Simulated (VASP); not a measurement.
Set up this calculation in VASP 6.6.1, as the native input.

| Item | Value |
| --- | --- |
| Task | single point |
| Functional | PBE |
| Potentials or basis | VASP PAW PBE potentials, release 64 (Hf_pv, Ti_sv, N) |
| Cutoff | 520 eV |
| k mesh | 6 × 6 × 2 |
| Occupations | gaussian, width 0.1 eV |
| Spin | collinear spin, ferromagnetic start |
| Starting moments | [0.0, 0.0, 1.0, 0.0, 0.0, 0.0] μB |
| Dipole correction | no |
| Further INCAR settings | ALGO = Normal; EDIFF = 1e-07; NBANDS = 36 |

The structure of Hf2TiN3 lies in POSCAR:

```
Hf2TiN3
1.0
    3.1639878000      0.0000000000      0.0000000000
   -1.5819939000      2.7400938000      0.0000000000
    0.0000000000      0.0000000000      7.6736894000
Hf Ti N
2 1 3
Direct
    0.3333333000      0.6666667000      0.6757570000
    0.6666667000      0.3333333000      0.3242430000
    0.0000000000      0.0000000000      0.0000000000
    0.6666667000      0.3333333000      0.8422610000
    0.0000000000      0.0000000000      0.5000000000
    0.3333333000      0.6666667000      0.1577390000
```

These files were run (other wordings do the same):

INCAR

```
PREC = Accurate
ENCUT = 520
EDIFF = 1E-7
ISMEAR = 0
SIGMA = 0.1
LREAL = F
LASPH = T
NELM = 150
ALGO = Normal
ISIF = 2
LWAVE = F
LCHARG = F
ISPIN = 2
MAGMOM = 0 0 1 0 0 0
LORBIT = 11
LMAXMIX = 4
GGA = PE
NBANDS = 36
```

KPOINTS

```
Automatic mesh
0
Gamma
  6 6 2
```

Potentials or basis: VASP PAW PBE potentials, release 64 (Hf_pv, Ti_sv, N).

Launch:

```console
$ cat potpaw_PBE.64/Hf_pv/POTCAR potpaw_PBE.64/Ti_sv/POTCAR potpaw_PBE.64/N/POTCAR > POTCAR
$ mpirun -np 1 vasp_std > vasp.out
```

It gave:

```json
{
  "Pressure": "-1.6 GPa",
  "Largest force": "0.225 eV/Å",
  "Net moment": "0.00 μB per cell",
  "Valence electrons inside the program's atomic spheres": "Hf 8.64; Ti 10.27; N 3.73, 3.74"
}
```

Caveat: the k points lie up to 0.41 Å⁻¹ apart.

Run time: 70 s on 1 thread of Intel(R) Xeon(R) Platinum 8488C (Sapphire Rapids) (shared host), peak memory 0.24 GiB.
